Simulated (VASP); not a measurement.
Li:

```
CELL_PARAMETERS angstrom
0.00000 2.20200 2.20200
2.20200 0.00000 2.20200
2.20200 2.20200 0.00000
ATOMIC_POSITIONS crystal
Li 0.00000 0.00000 0.00000
```

This isn't the form of Li at room conditions, which is bcc.

```yaml
Program: VASP 6.6.1
Task: relaxation of cell and atoms
Functional: PBEsol
Potentials_or_basis: VASP PAW PBE potentials, release 64 (Li_sv)
Cutoff: 600 eV
k_mesh: 10 × 10 × 10
Occupations: fermi-dirac, width 0.05 eV
Spin: no spin polarisation
```

At the start: pressure -0.8 GPa; volume 21.35 Å³/atom.

Question: Where does the relaxation end?

Answer: Over 3 steps the energy falls by 3.7 meV/atom and the volume is 20.05 Å³/atom (-6.1 %); space group Fm-3m (No. 225, to 0.1 Å) before and after.

The path:
```csv
step,energy change (eV),largest force (eV/Å),pressure (GPa),volume (Å³)
1,0.0000,0.0000,-0.81,21.35
2,-0.0015,0.0000,-0.63,21.02
3,-0.0037,0.0000,-0.06,20.05
```

Final structure:
```
CELL_PARAMETERS angstrom
0.00000 2.15640 2.15640
2.15640 0.00000 2.15640
2.15640 2.15640 0.00000
ATOMIC_POSITIONS crystal
Li 0.00000 0.00000 0.00000
```

Caveat: the cutoff is under 1.25 times the usual one of these potentials, so pressure, stress and relaxed cells hold a basis-set (Pulay) error; the PAW data sets were made with another functional, which shifts forces and pressure a little.
